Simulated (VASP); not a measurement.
Wanted: the native input for a VASP 6.6.1 run.

```yaml
Task: single point
Functional: r2SCAN
Potentials_or_basis: VASP PAW PBE potentials, release 64 (Pb_d, F)
Cutoff: 520 eV
k_mesh: 9 × 9 × 6
Occupations: gaussian, width 0.01 eV
Spin: no spin polarisation
Dipole_correction: no
Further_INCAR_settings: ALGO = Normal; EDIFF = 1e-06; NBANDS = 37
```

Crystal: PbF2 (Ni2In type).

```xyz
6
Lattice="4.1386 0.0000 0.0000 -2.0693 3.5841 0.0000 0.0000 0.0000 5.4572" Properties=species:S:1:pos:R:3 pbc="T T T"
Pb    0.0000    2.3894    1.3643
Pb    2.0693    1.1947    4.0929
F     0.0000    0.0000    0.0000
F     0.0000    0.0000    2.7286
F     0.0000    2.3894    4.0929
F     2.0693    1.1947    1.3643
```

These files were run (other wordings do the same):

POSCAR

```
PbF2
1.0
    4.1386007294      0.0000000000      0.0000000000
   -2.0693003647      3.5841333678      0.0000000000
    0.0000000000      0.0000000000      5.4571843126
Pb F
2 4
Direct
    0.3333333333      0.6666666667      0.2500000000
    0.6666666667      0.3333333333      0.7500000000
    0.0000000000      0.0000000000      0.0000000000
    0.0000000000      0.0000000000      0.5000000000
    0.3333333333      0.6666666667      0.7500000000
    0.6666666667      0.3333333333      0.2500000000
```

INCAR.step1

```
SYSTEM = PbF2
PREC = Accurate ; ENCUT = 520
ISMEAR = 0 ; SIGMA = 0.01
LREAL = .False. ; LASPH = .True.
NELM = 100 ; NBANDS = 37
GGA = PE ; ALGO = Normal
EDIFF = 1E-4 ; LWAVE = .True.
LCHARG = .False.
```

INCAR.step2

```
SYSTEM = PbF2
PREC = Accurate ; ENCUT = 520
EDIFF = 1E-6 ; ISMEAR = 0
SIGMA = 0.01 ; LREAL = .False.
LASPH = .True. ; NELM = 100
ALGO = Normal ; ISIF = 2
LWAVE = .False. ; LCHARG = .False.
METAGGA = R2SCAN ; LMIXTAU = .True.
NBANDS = 37 ; ISTART = 1
```

KPOINTS

```
Automatic mesh
0
Gamma
  9 9 6
  0 0 0
```

Potentials or basis: VASP PAW PBE potentials, release 64 (Pb_d, F).

The run is started by

```bash
$ cat potpaw_PBE.64/Pb_d/POTCAR potpaw_PBE.64/F/POTCAR > POTCAR
$ cp INCAR.step1 INCAR
$ mpirun -np 1 vasp_std > vasp.out
$ cp INCAR.step2 INCAR
$ mpirun -np 1 vasp_std > vasp.out
```

Results of the run:

```yaml
Pressure: 9.0 GPa
Band_gap_on_the_k_mesh: 4.68 eV (least direct gap 4.89 eV)
```

Caveat: the cell stands under pressure; the PAW data sets were made with another functional, which shifts forces and pressure a little; spin-orbit coupling is left out, which moves the levels of the heavy elements; an odd mesh through Γ misses points on the zone boundary, where band edges can lie.

Wall time 3.5 min on 1 thread of Intel(R) Xeon(R) 6975P-C (Granite Rapids), with other jobs on the host, peak memory 0.28 GiB.
